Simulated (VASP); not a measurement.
Write the native input for VASP 6.6.1 that does the following.

- Task: single point
- Functional: BLYP
- Dispersion: D4
- Potentials or basis: VASP PAW PBE potentials, release 64 (Zr_sv)
- Cutoff: 520 eV
- k mesh: 9 × 9 × 5
- Occupations: fermi-dirac, width 0.05 eV
- Spin: no spin polarisation
- Dipole correction: no
- Further INCAR settings: ALGO = Normal; EDIFF = 1e-06; NBANDS = 19

The structure of Zr lies in POSCAR:

```
Zr
1.0
    3.2320606754      0.0000000000      0.0000000000
   -1.6160303377      2.7990466515      0.0000000000
    0.0000000000      0.0000000000      5.1976452353
Zr
2
Direct
    0.6666666667      0.3333333333      0.7500000000
    0.3333333333      0.6666666667      0.2500000000
```

The input as run:

INCAR

```
SYSTEM = Zr
PREC = Accurate ; ENCUT = 520
EDIFF = 1E-6 ; ISMEAR = -1
SIGMA = 0.05 ; LREAL = .FALSE.
LASPH = .TRUE. ; NELM = 80
ALGO = Normal ; ISIF = 2
LWAVE = .FALSE. ; LCHARG = .FALSE.
GGA = B5 ; ALDAX = 1.0
AGGAX = 1.0 ; AGGAC = 1.0
ALDAC = 0.0 ; IVDW = 13
VDW_S6 = 1.0 ; VDW_S8 = 2.34076671
VDW_A1 = 0.44488865 ; VDW_A2 = 4.0933009
NBANDS = 19
```

KPOINTS

```
regular mesh
0
G
  9 9 5
  0 0 0
```

Potentials or basis: VASP PAW PBE potentials, release 64 (Zr_sv).

Run with:

```sh
$ cat potpaw_PBE.64/Zr_sv/POTCAR > POTCAR
$ mpirun -np 1 vasp_std > vasp.out
```

Results of the run:

```
Pressure                   : 0.1 GPa
Band gap on the k mesh     : zero (band 12 reaches 10.20 eV, above the bottom of band 13 at 9.14 eV)
Dispersion energy per atom : -0.369 eV
```

Caveat: the PAW data sets were made with another functional, which shifts forces and pressure a little; pairwise dispersion overbinds metals, which lowers pressure and volume.

Wall time 14 s on 1 thread of Intel(R) Xeon(R) 6975P-C (Granite Rapids) (shared host), peak memory 0.16 GiB.
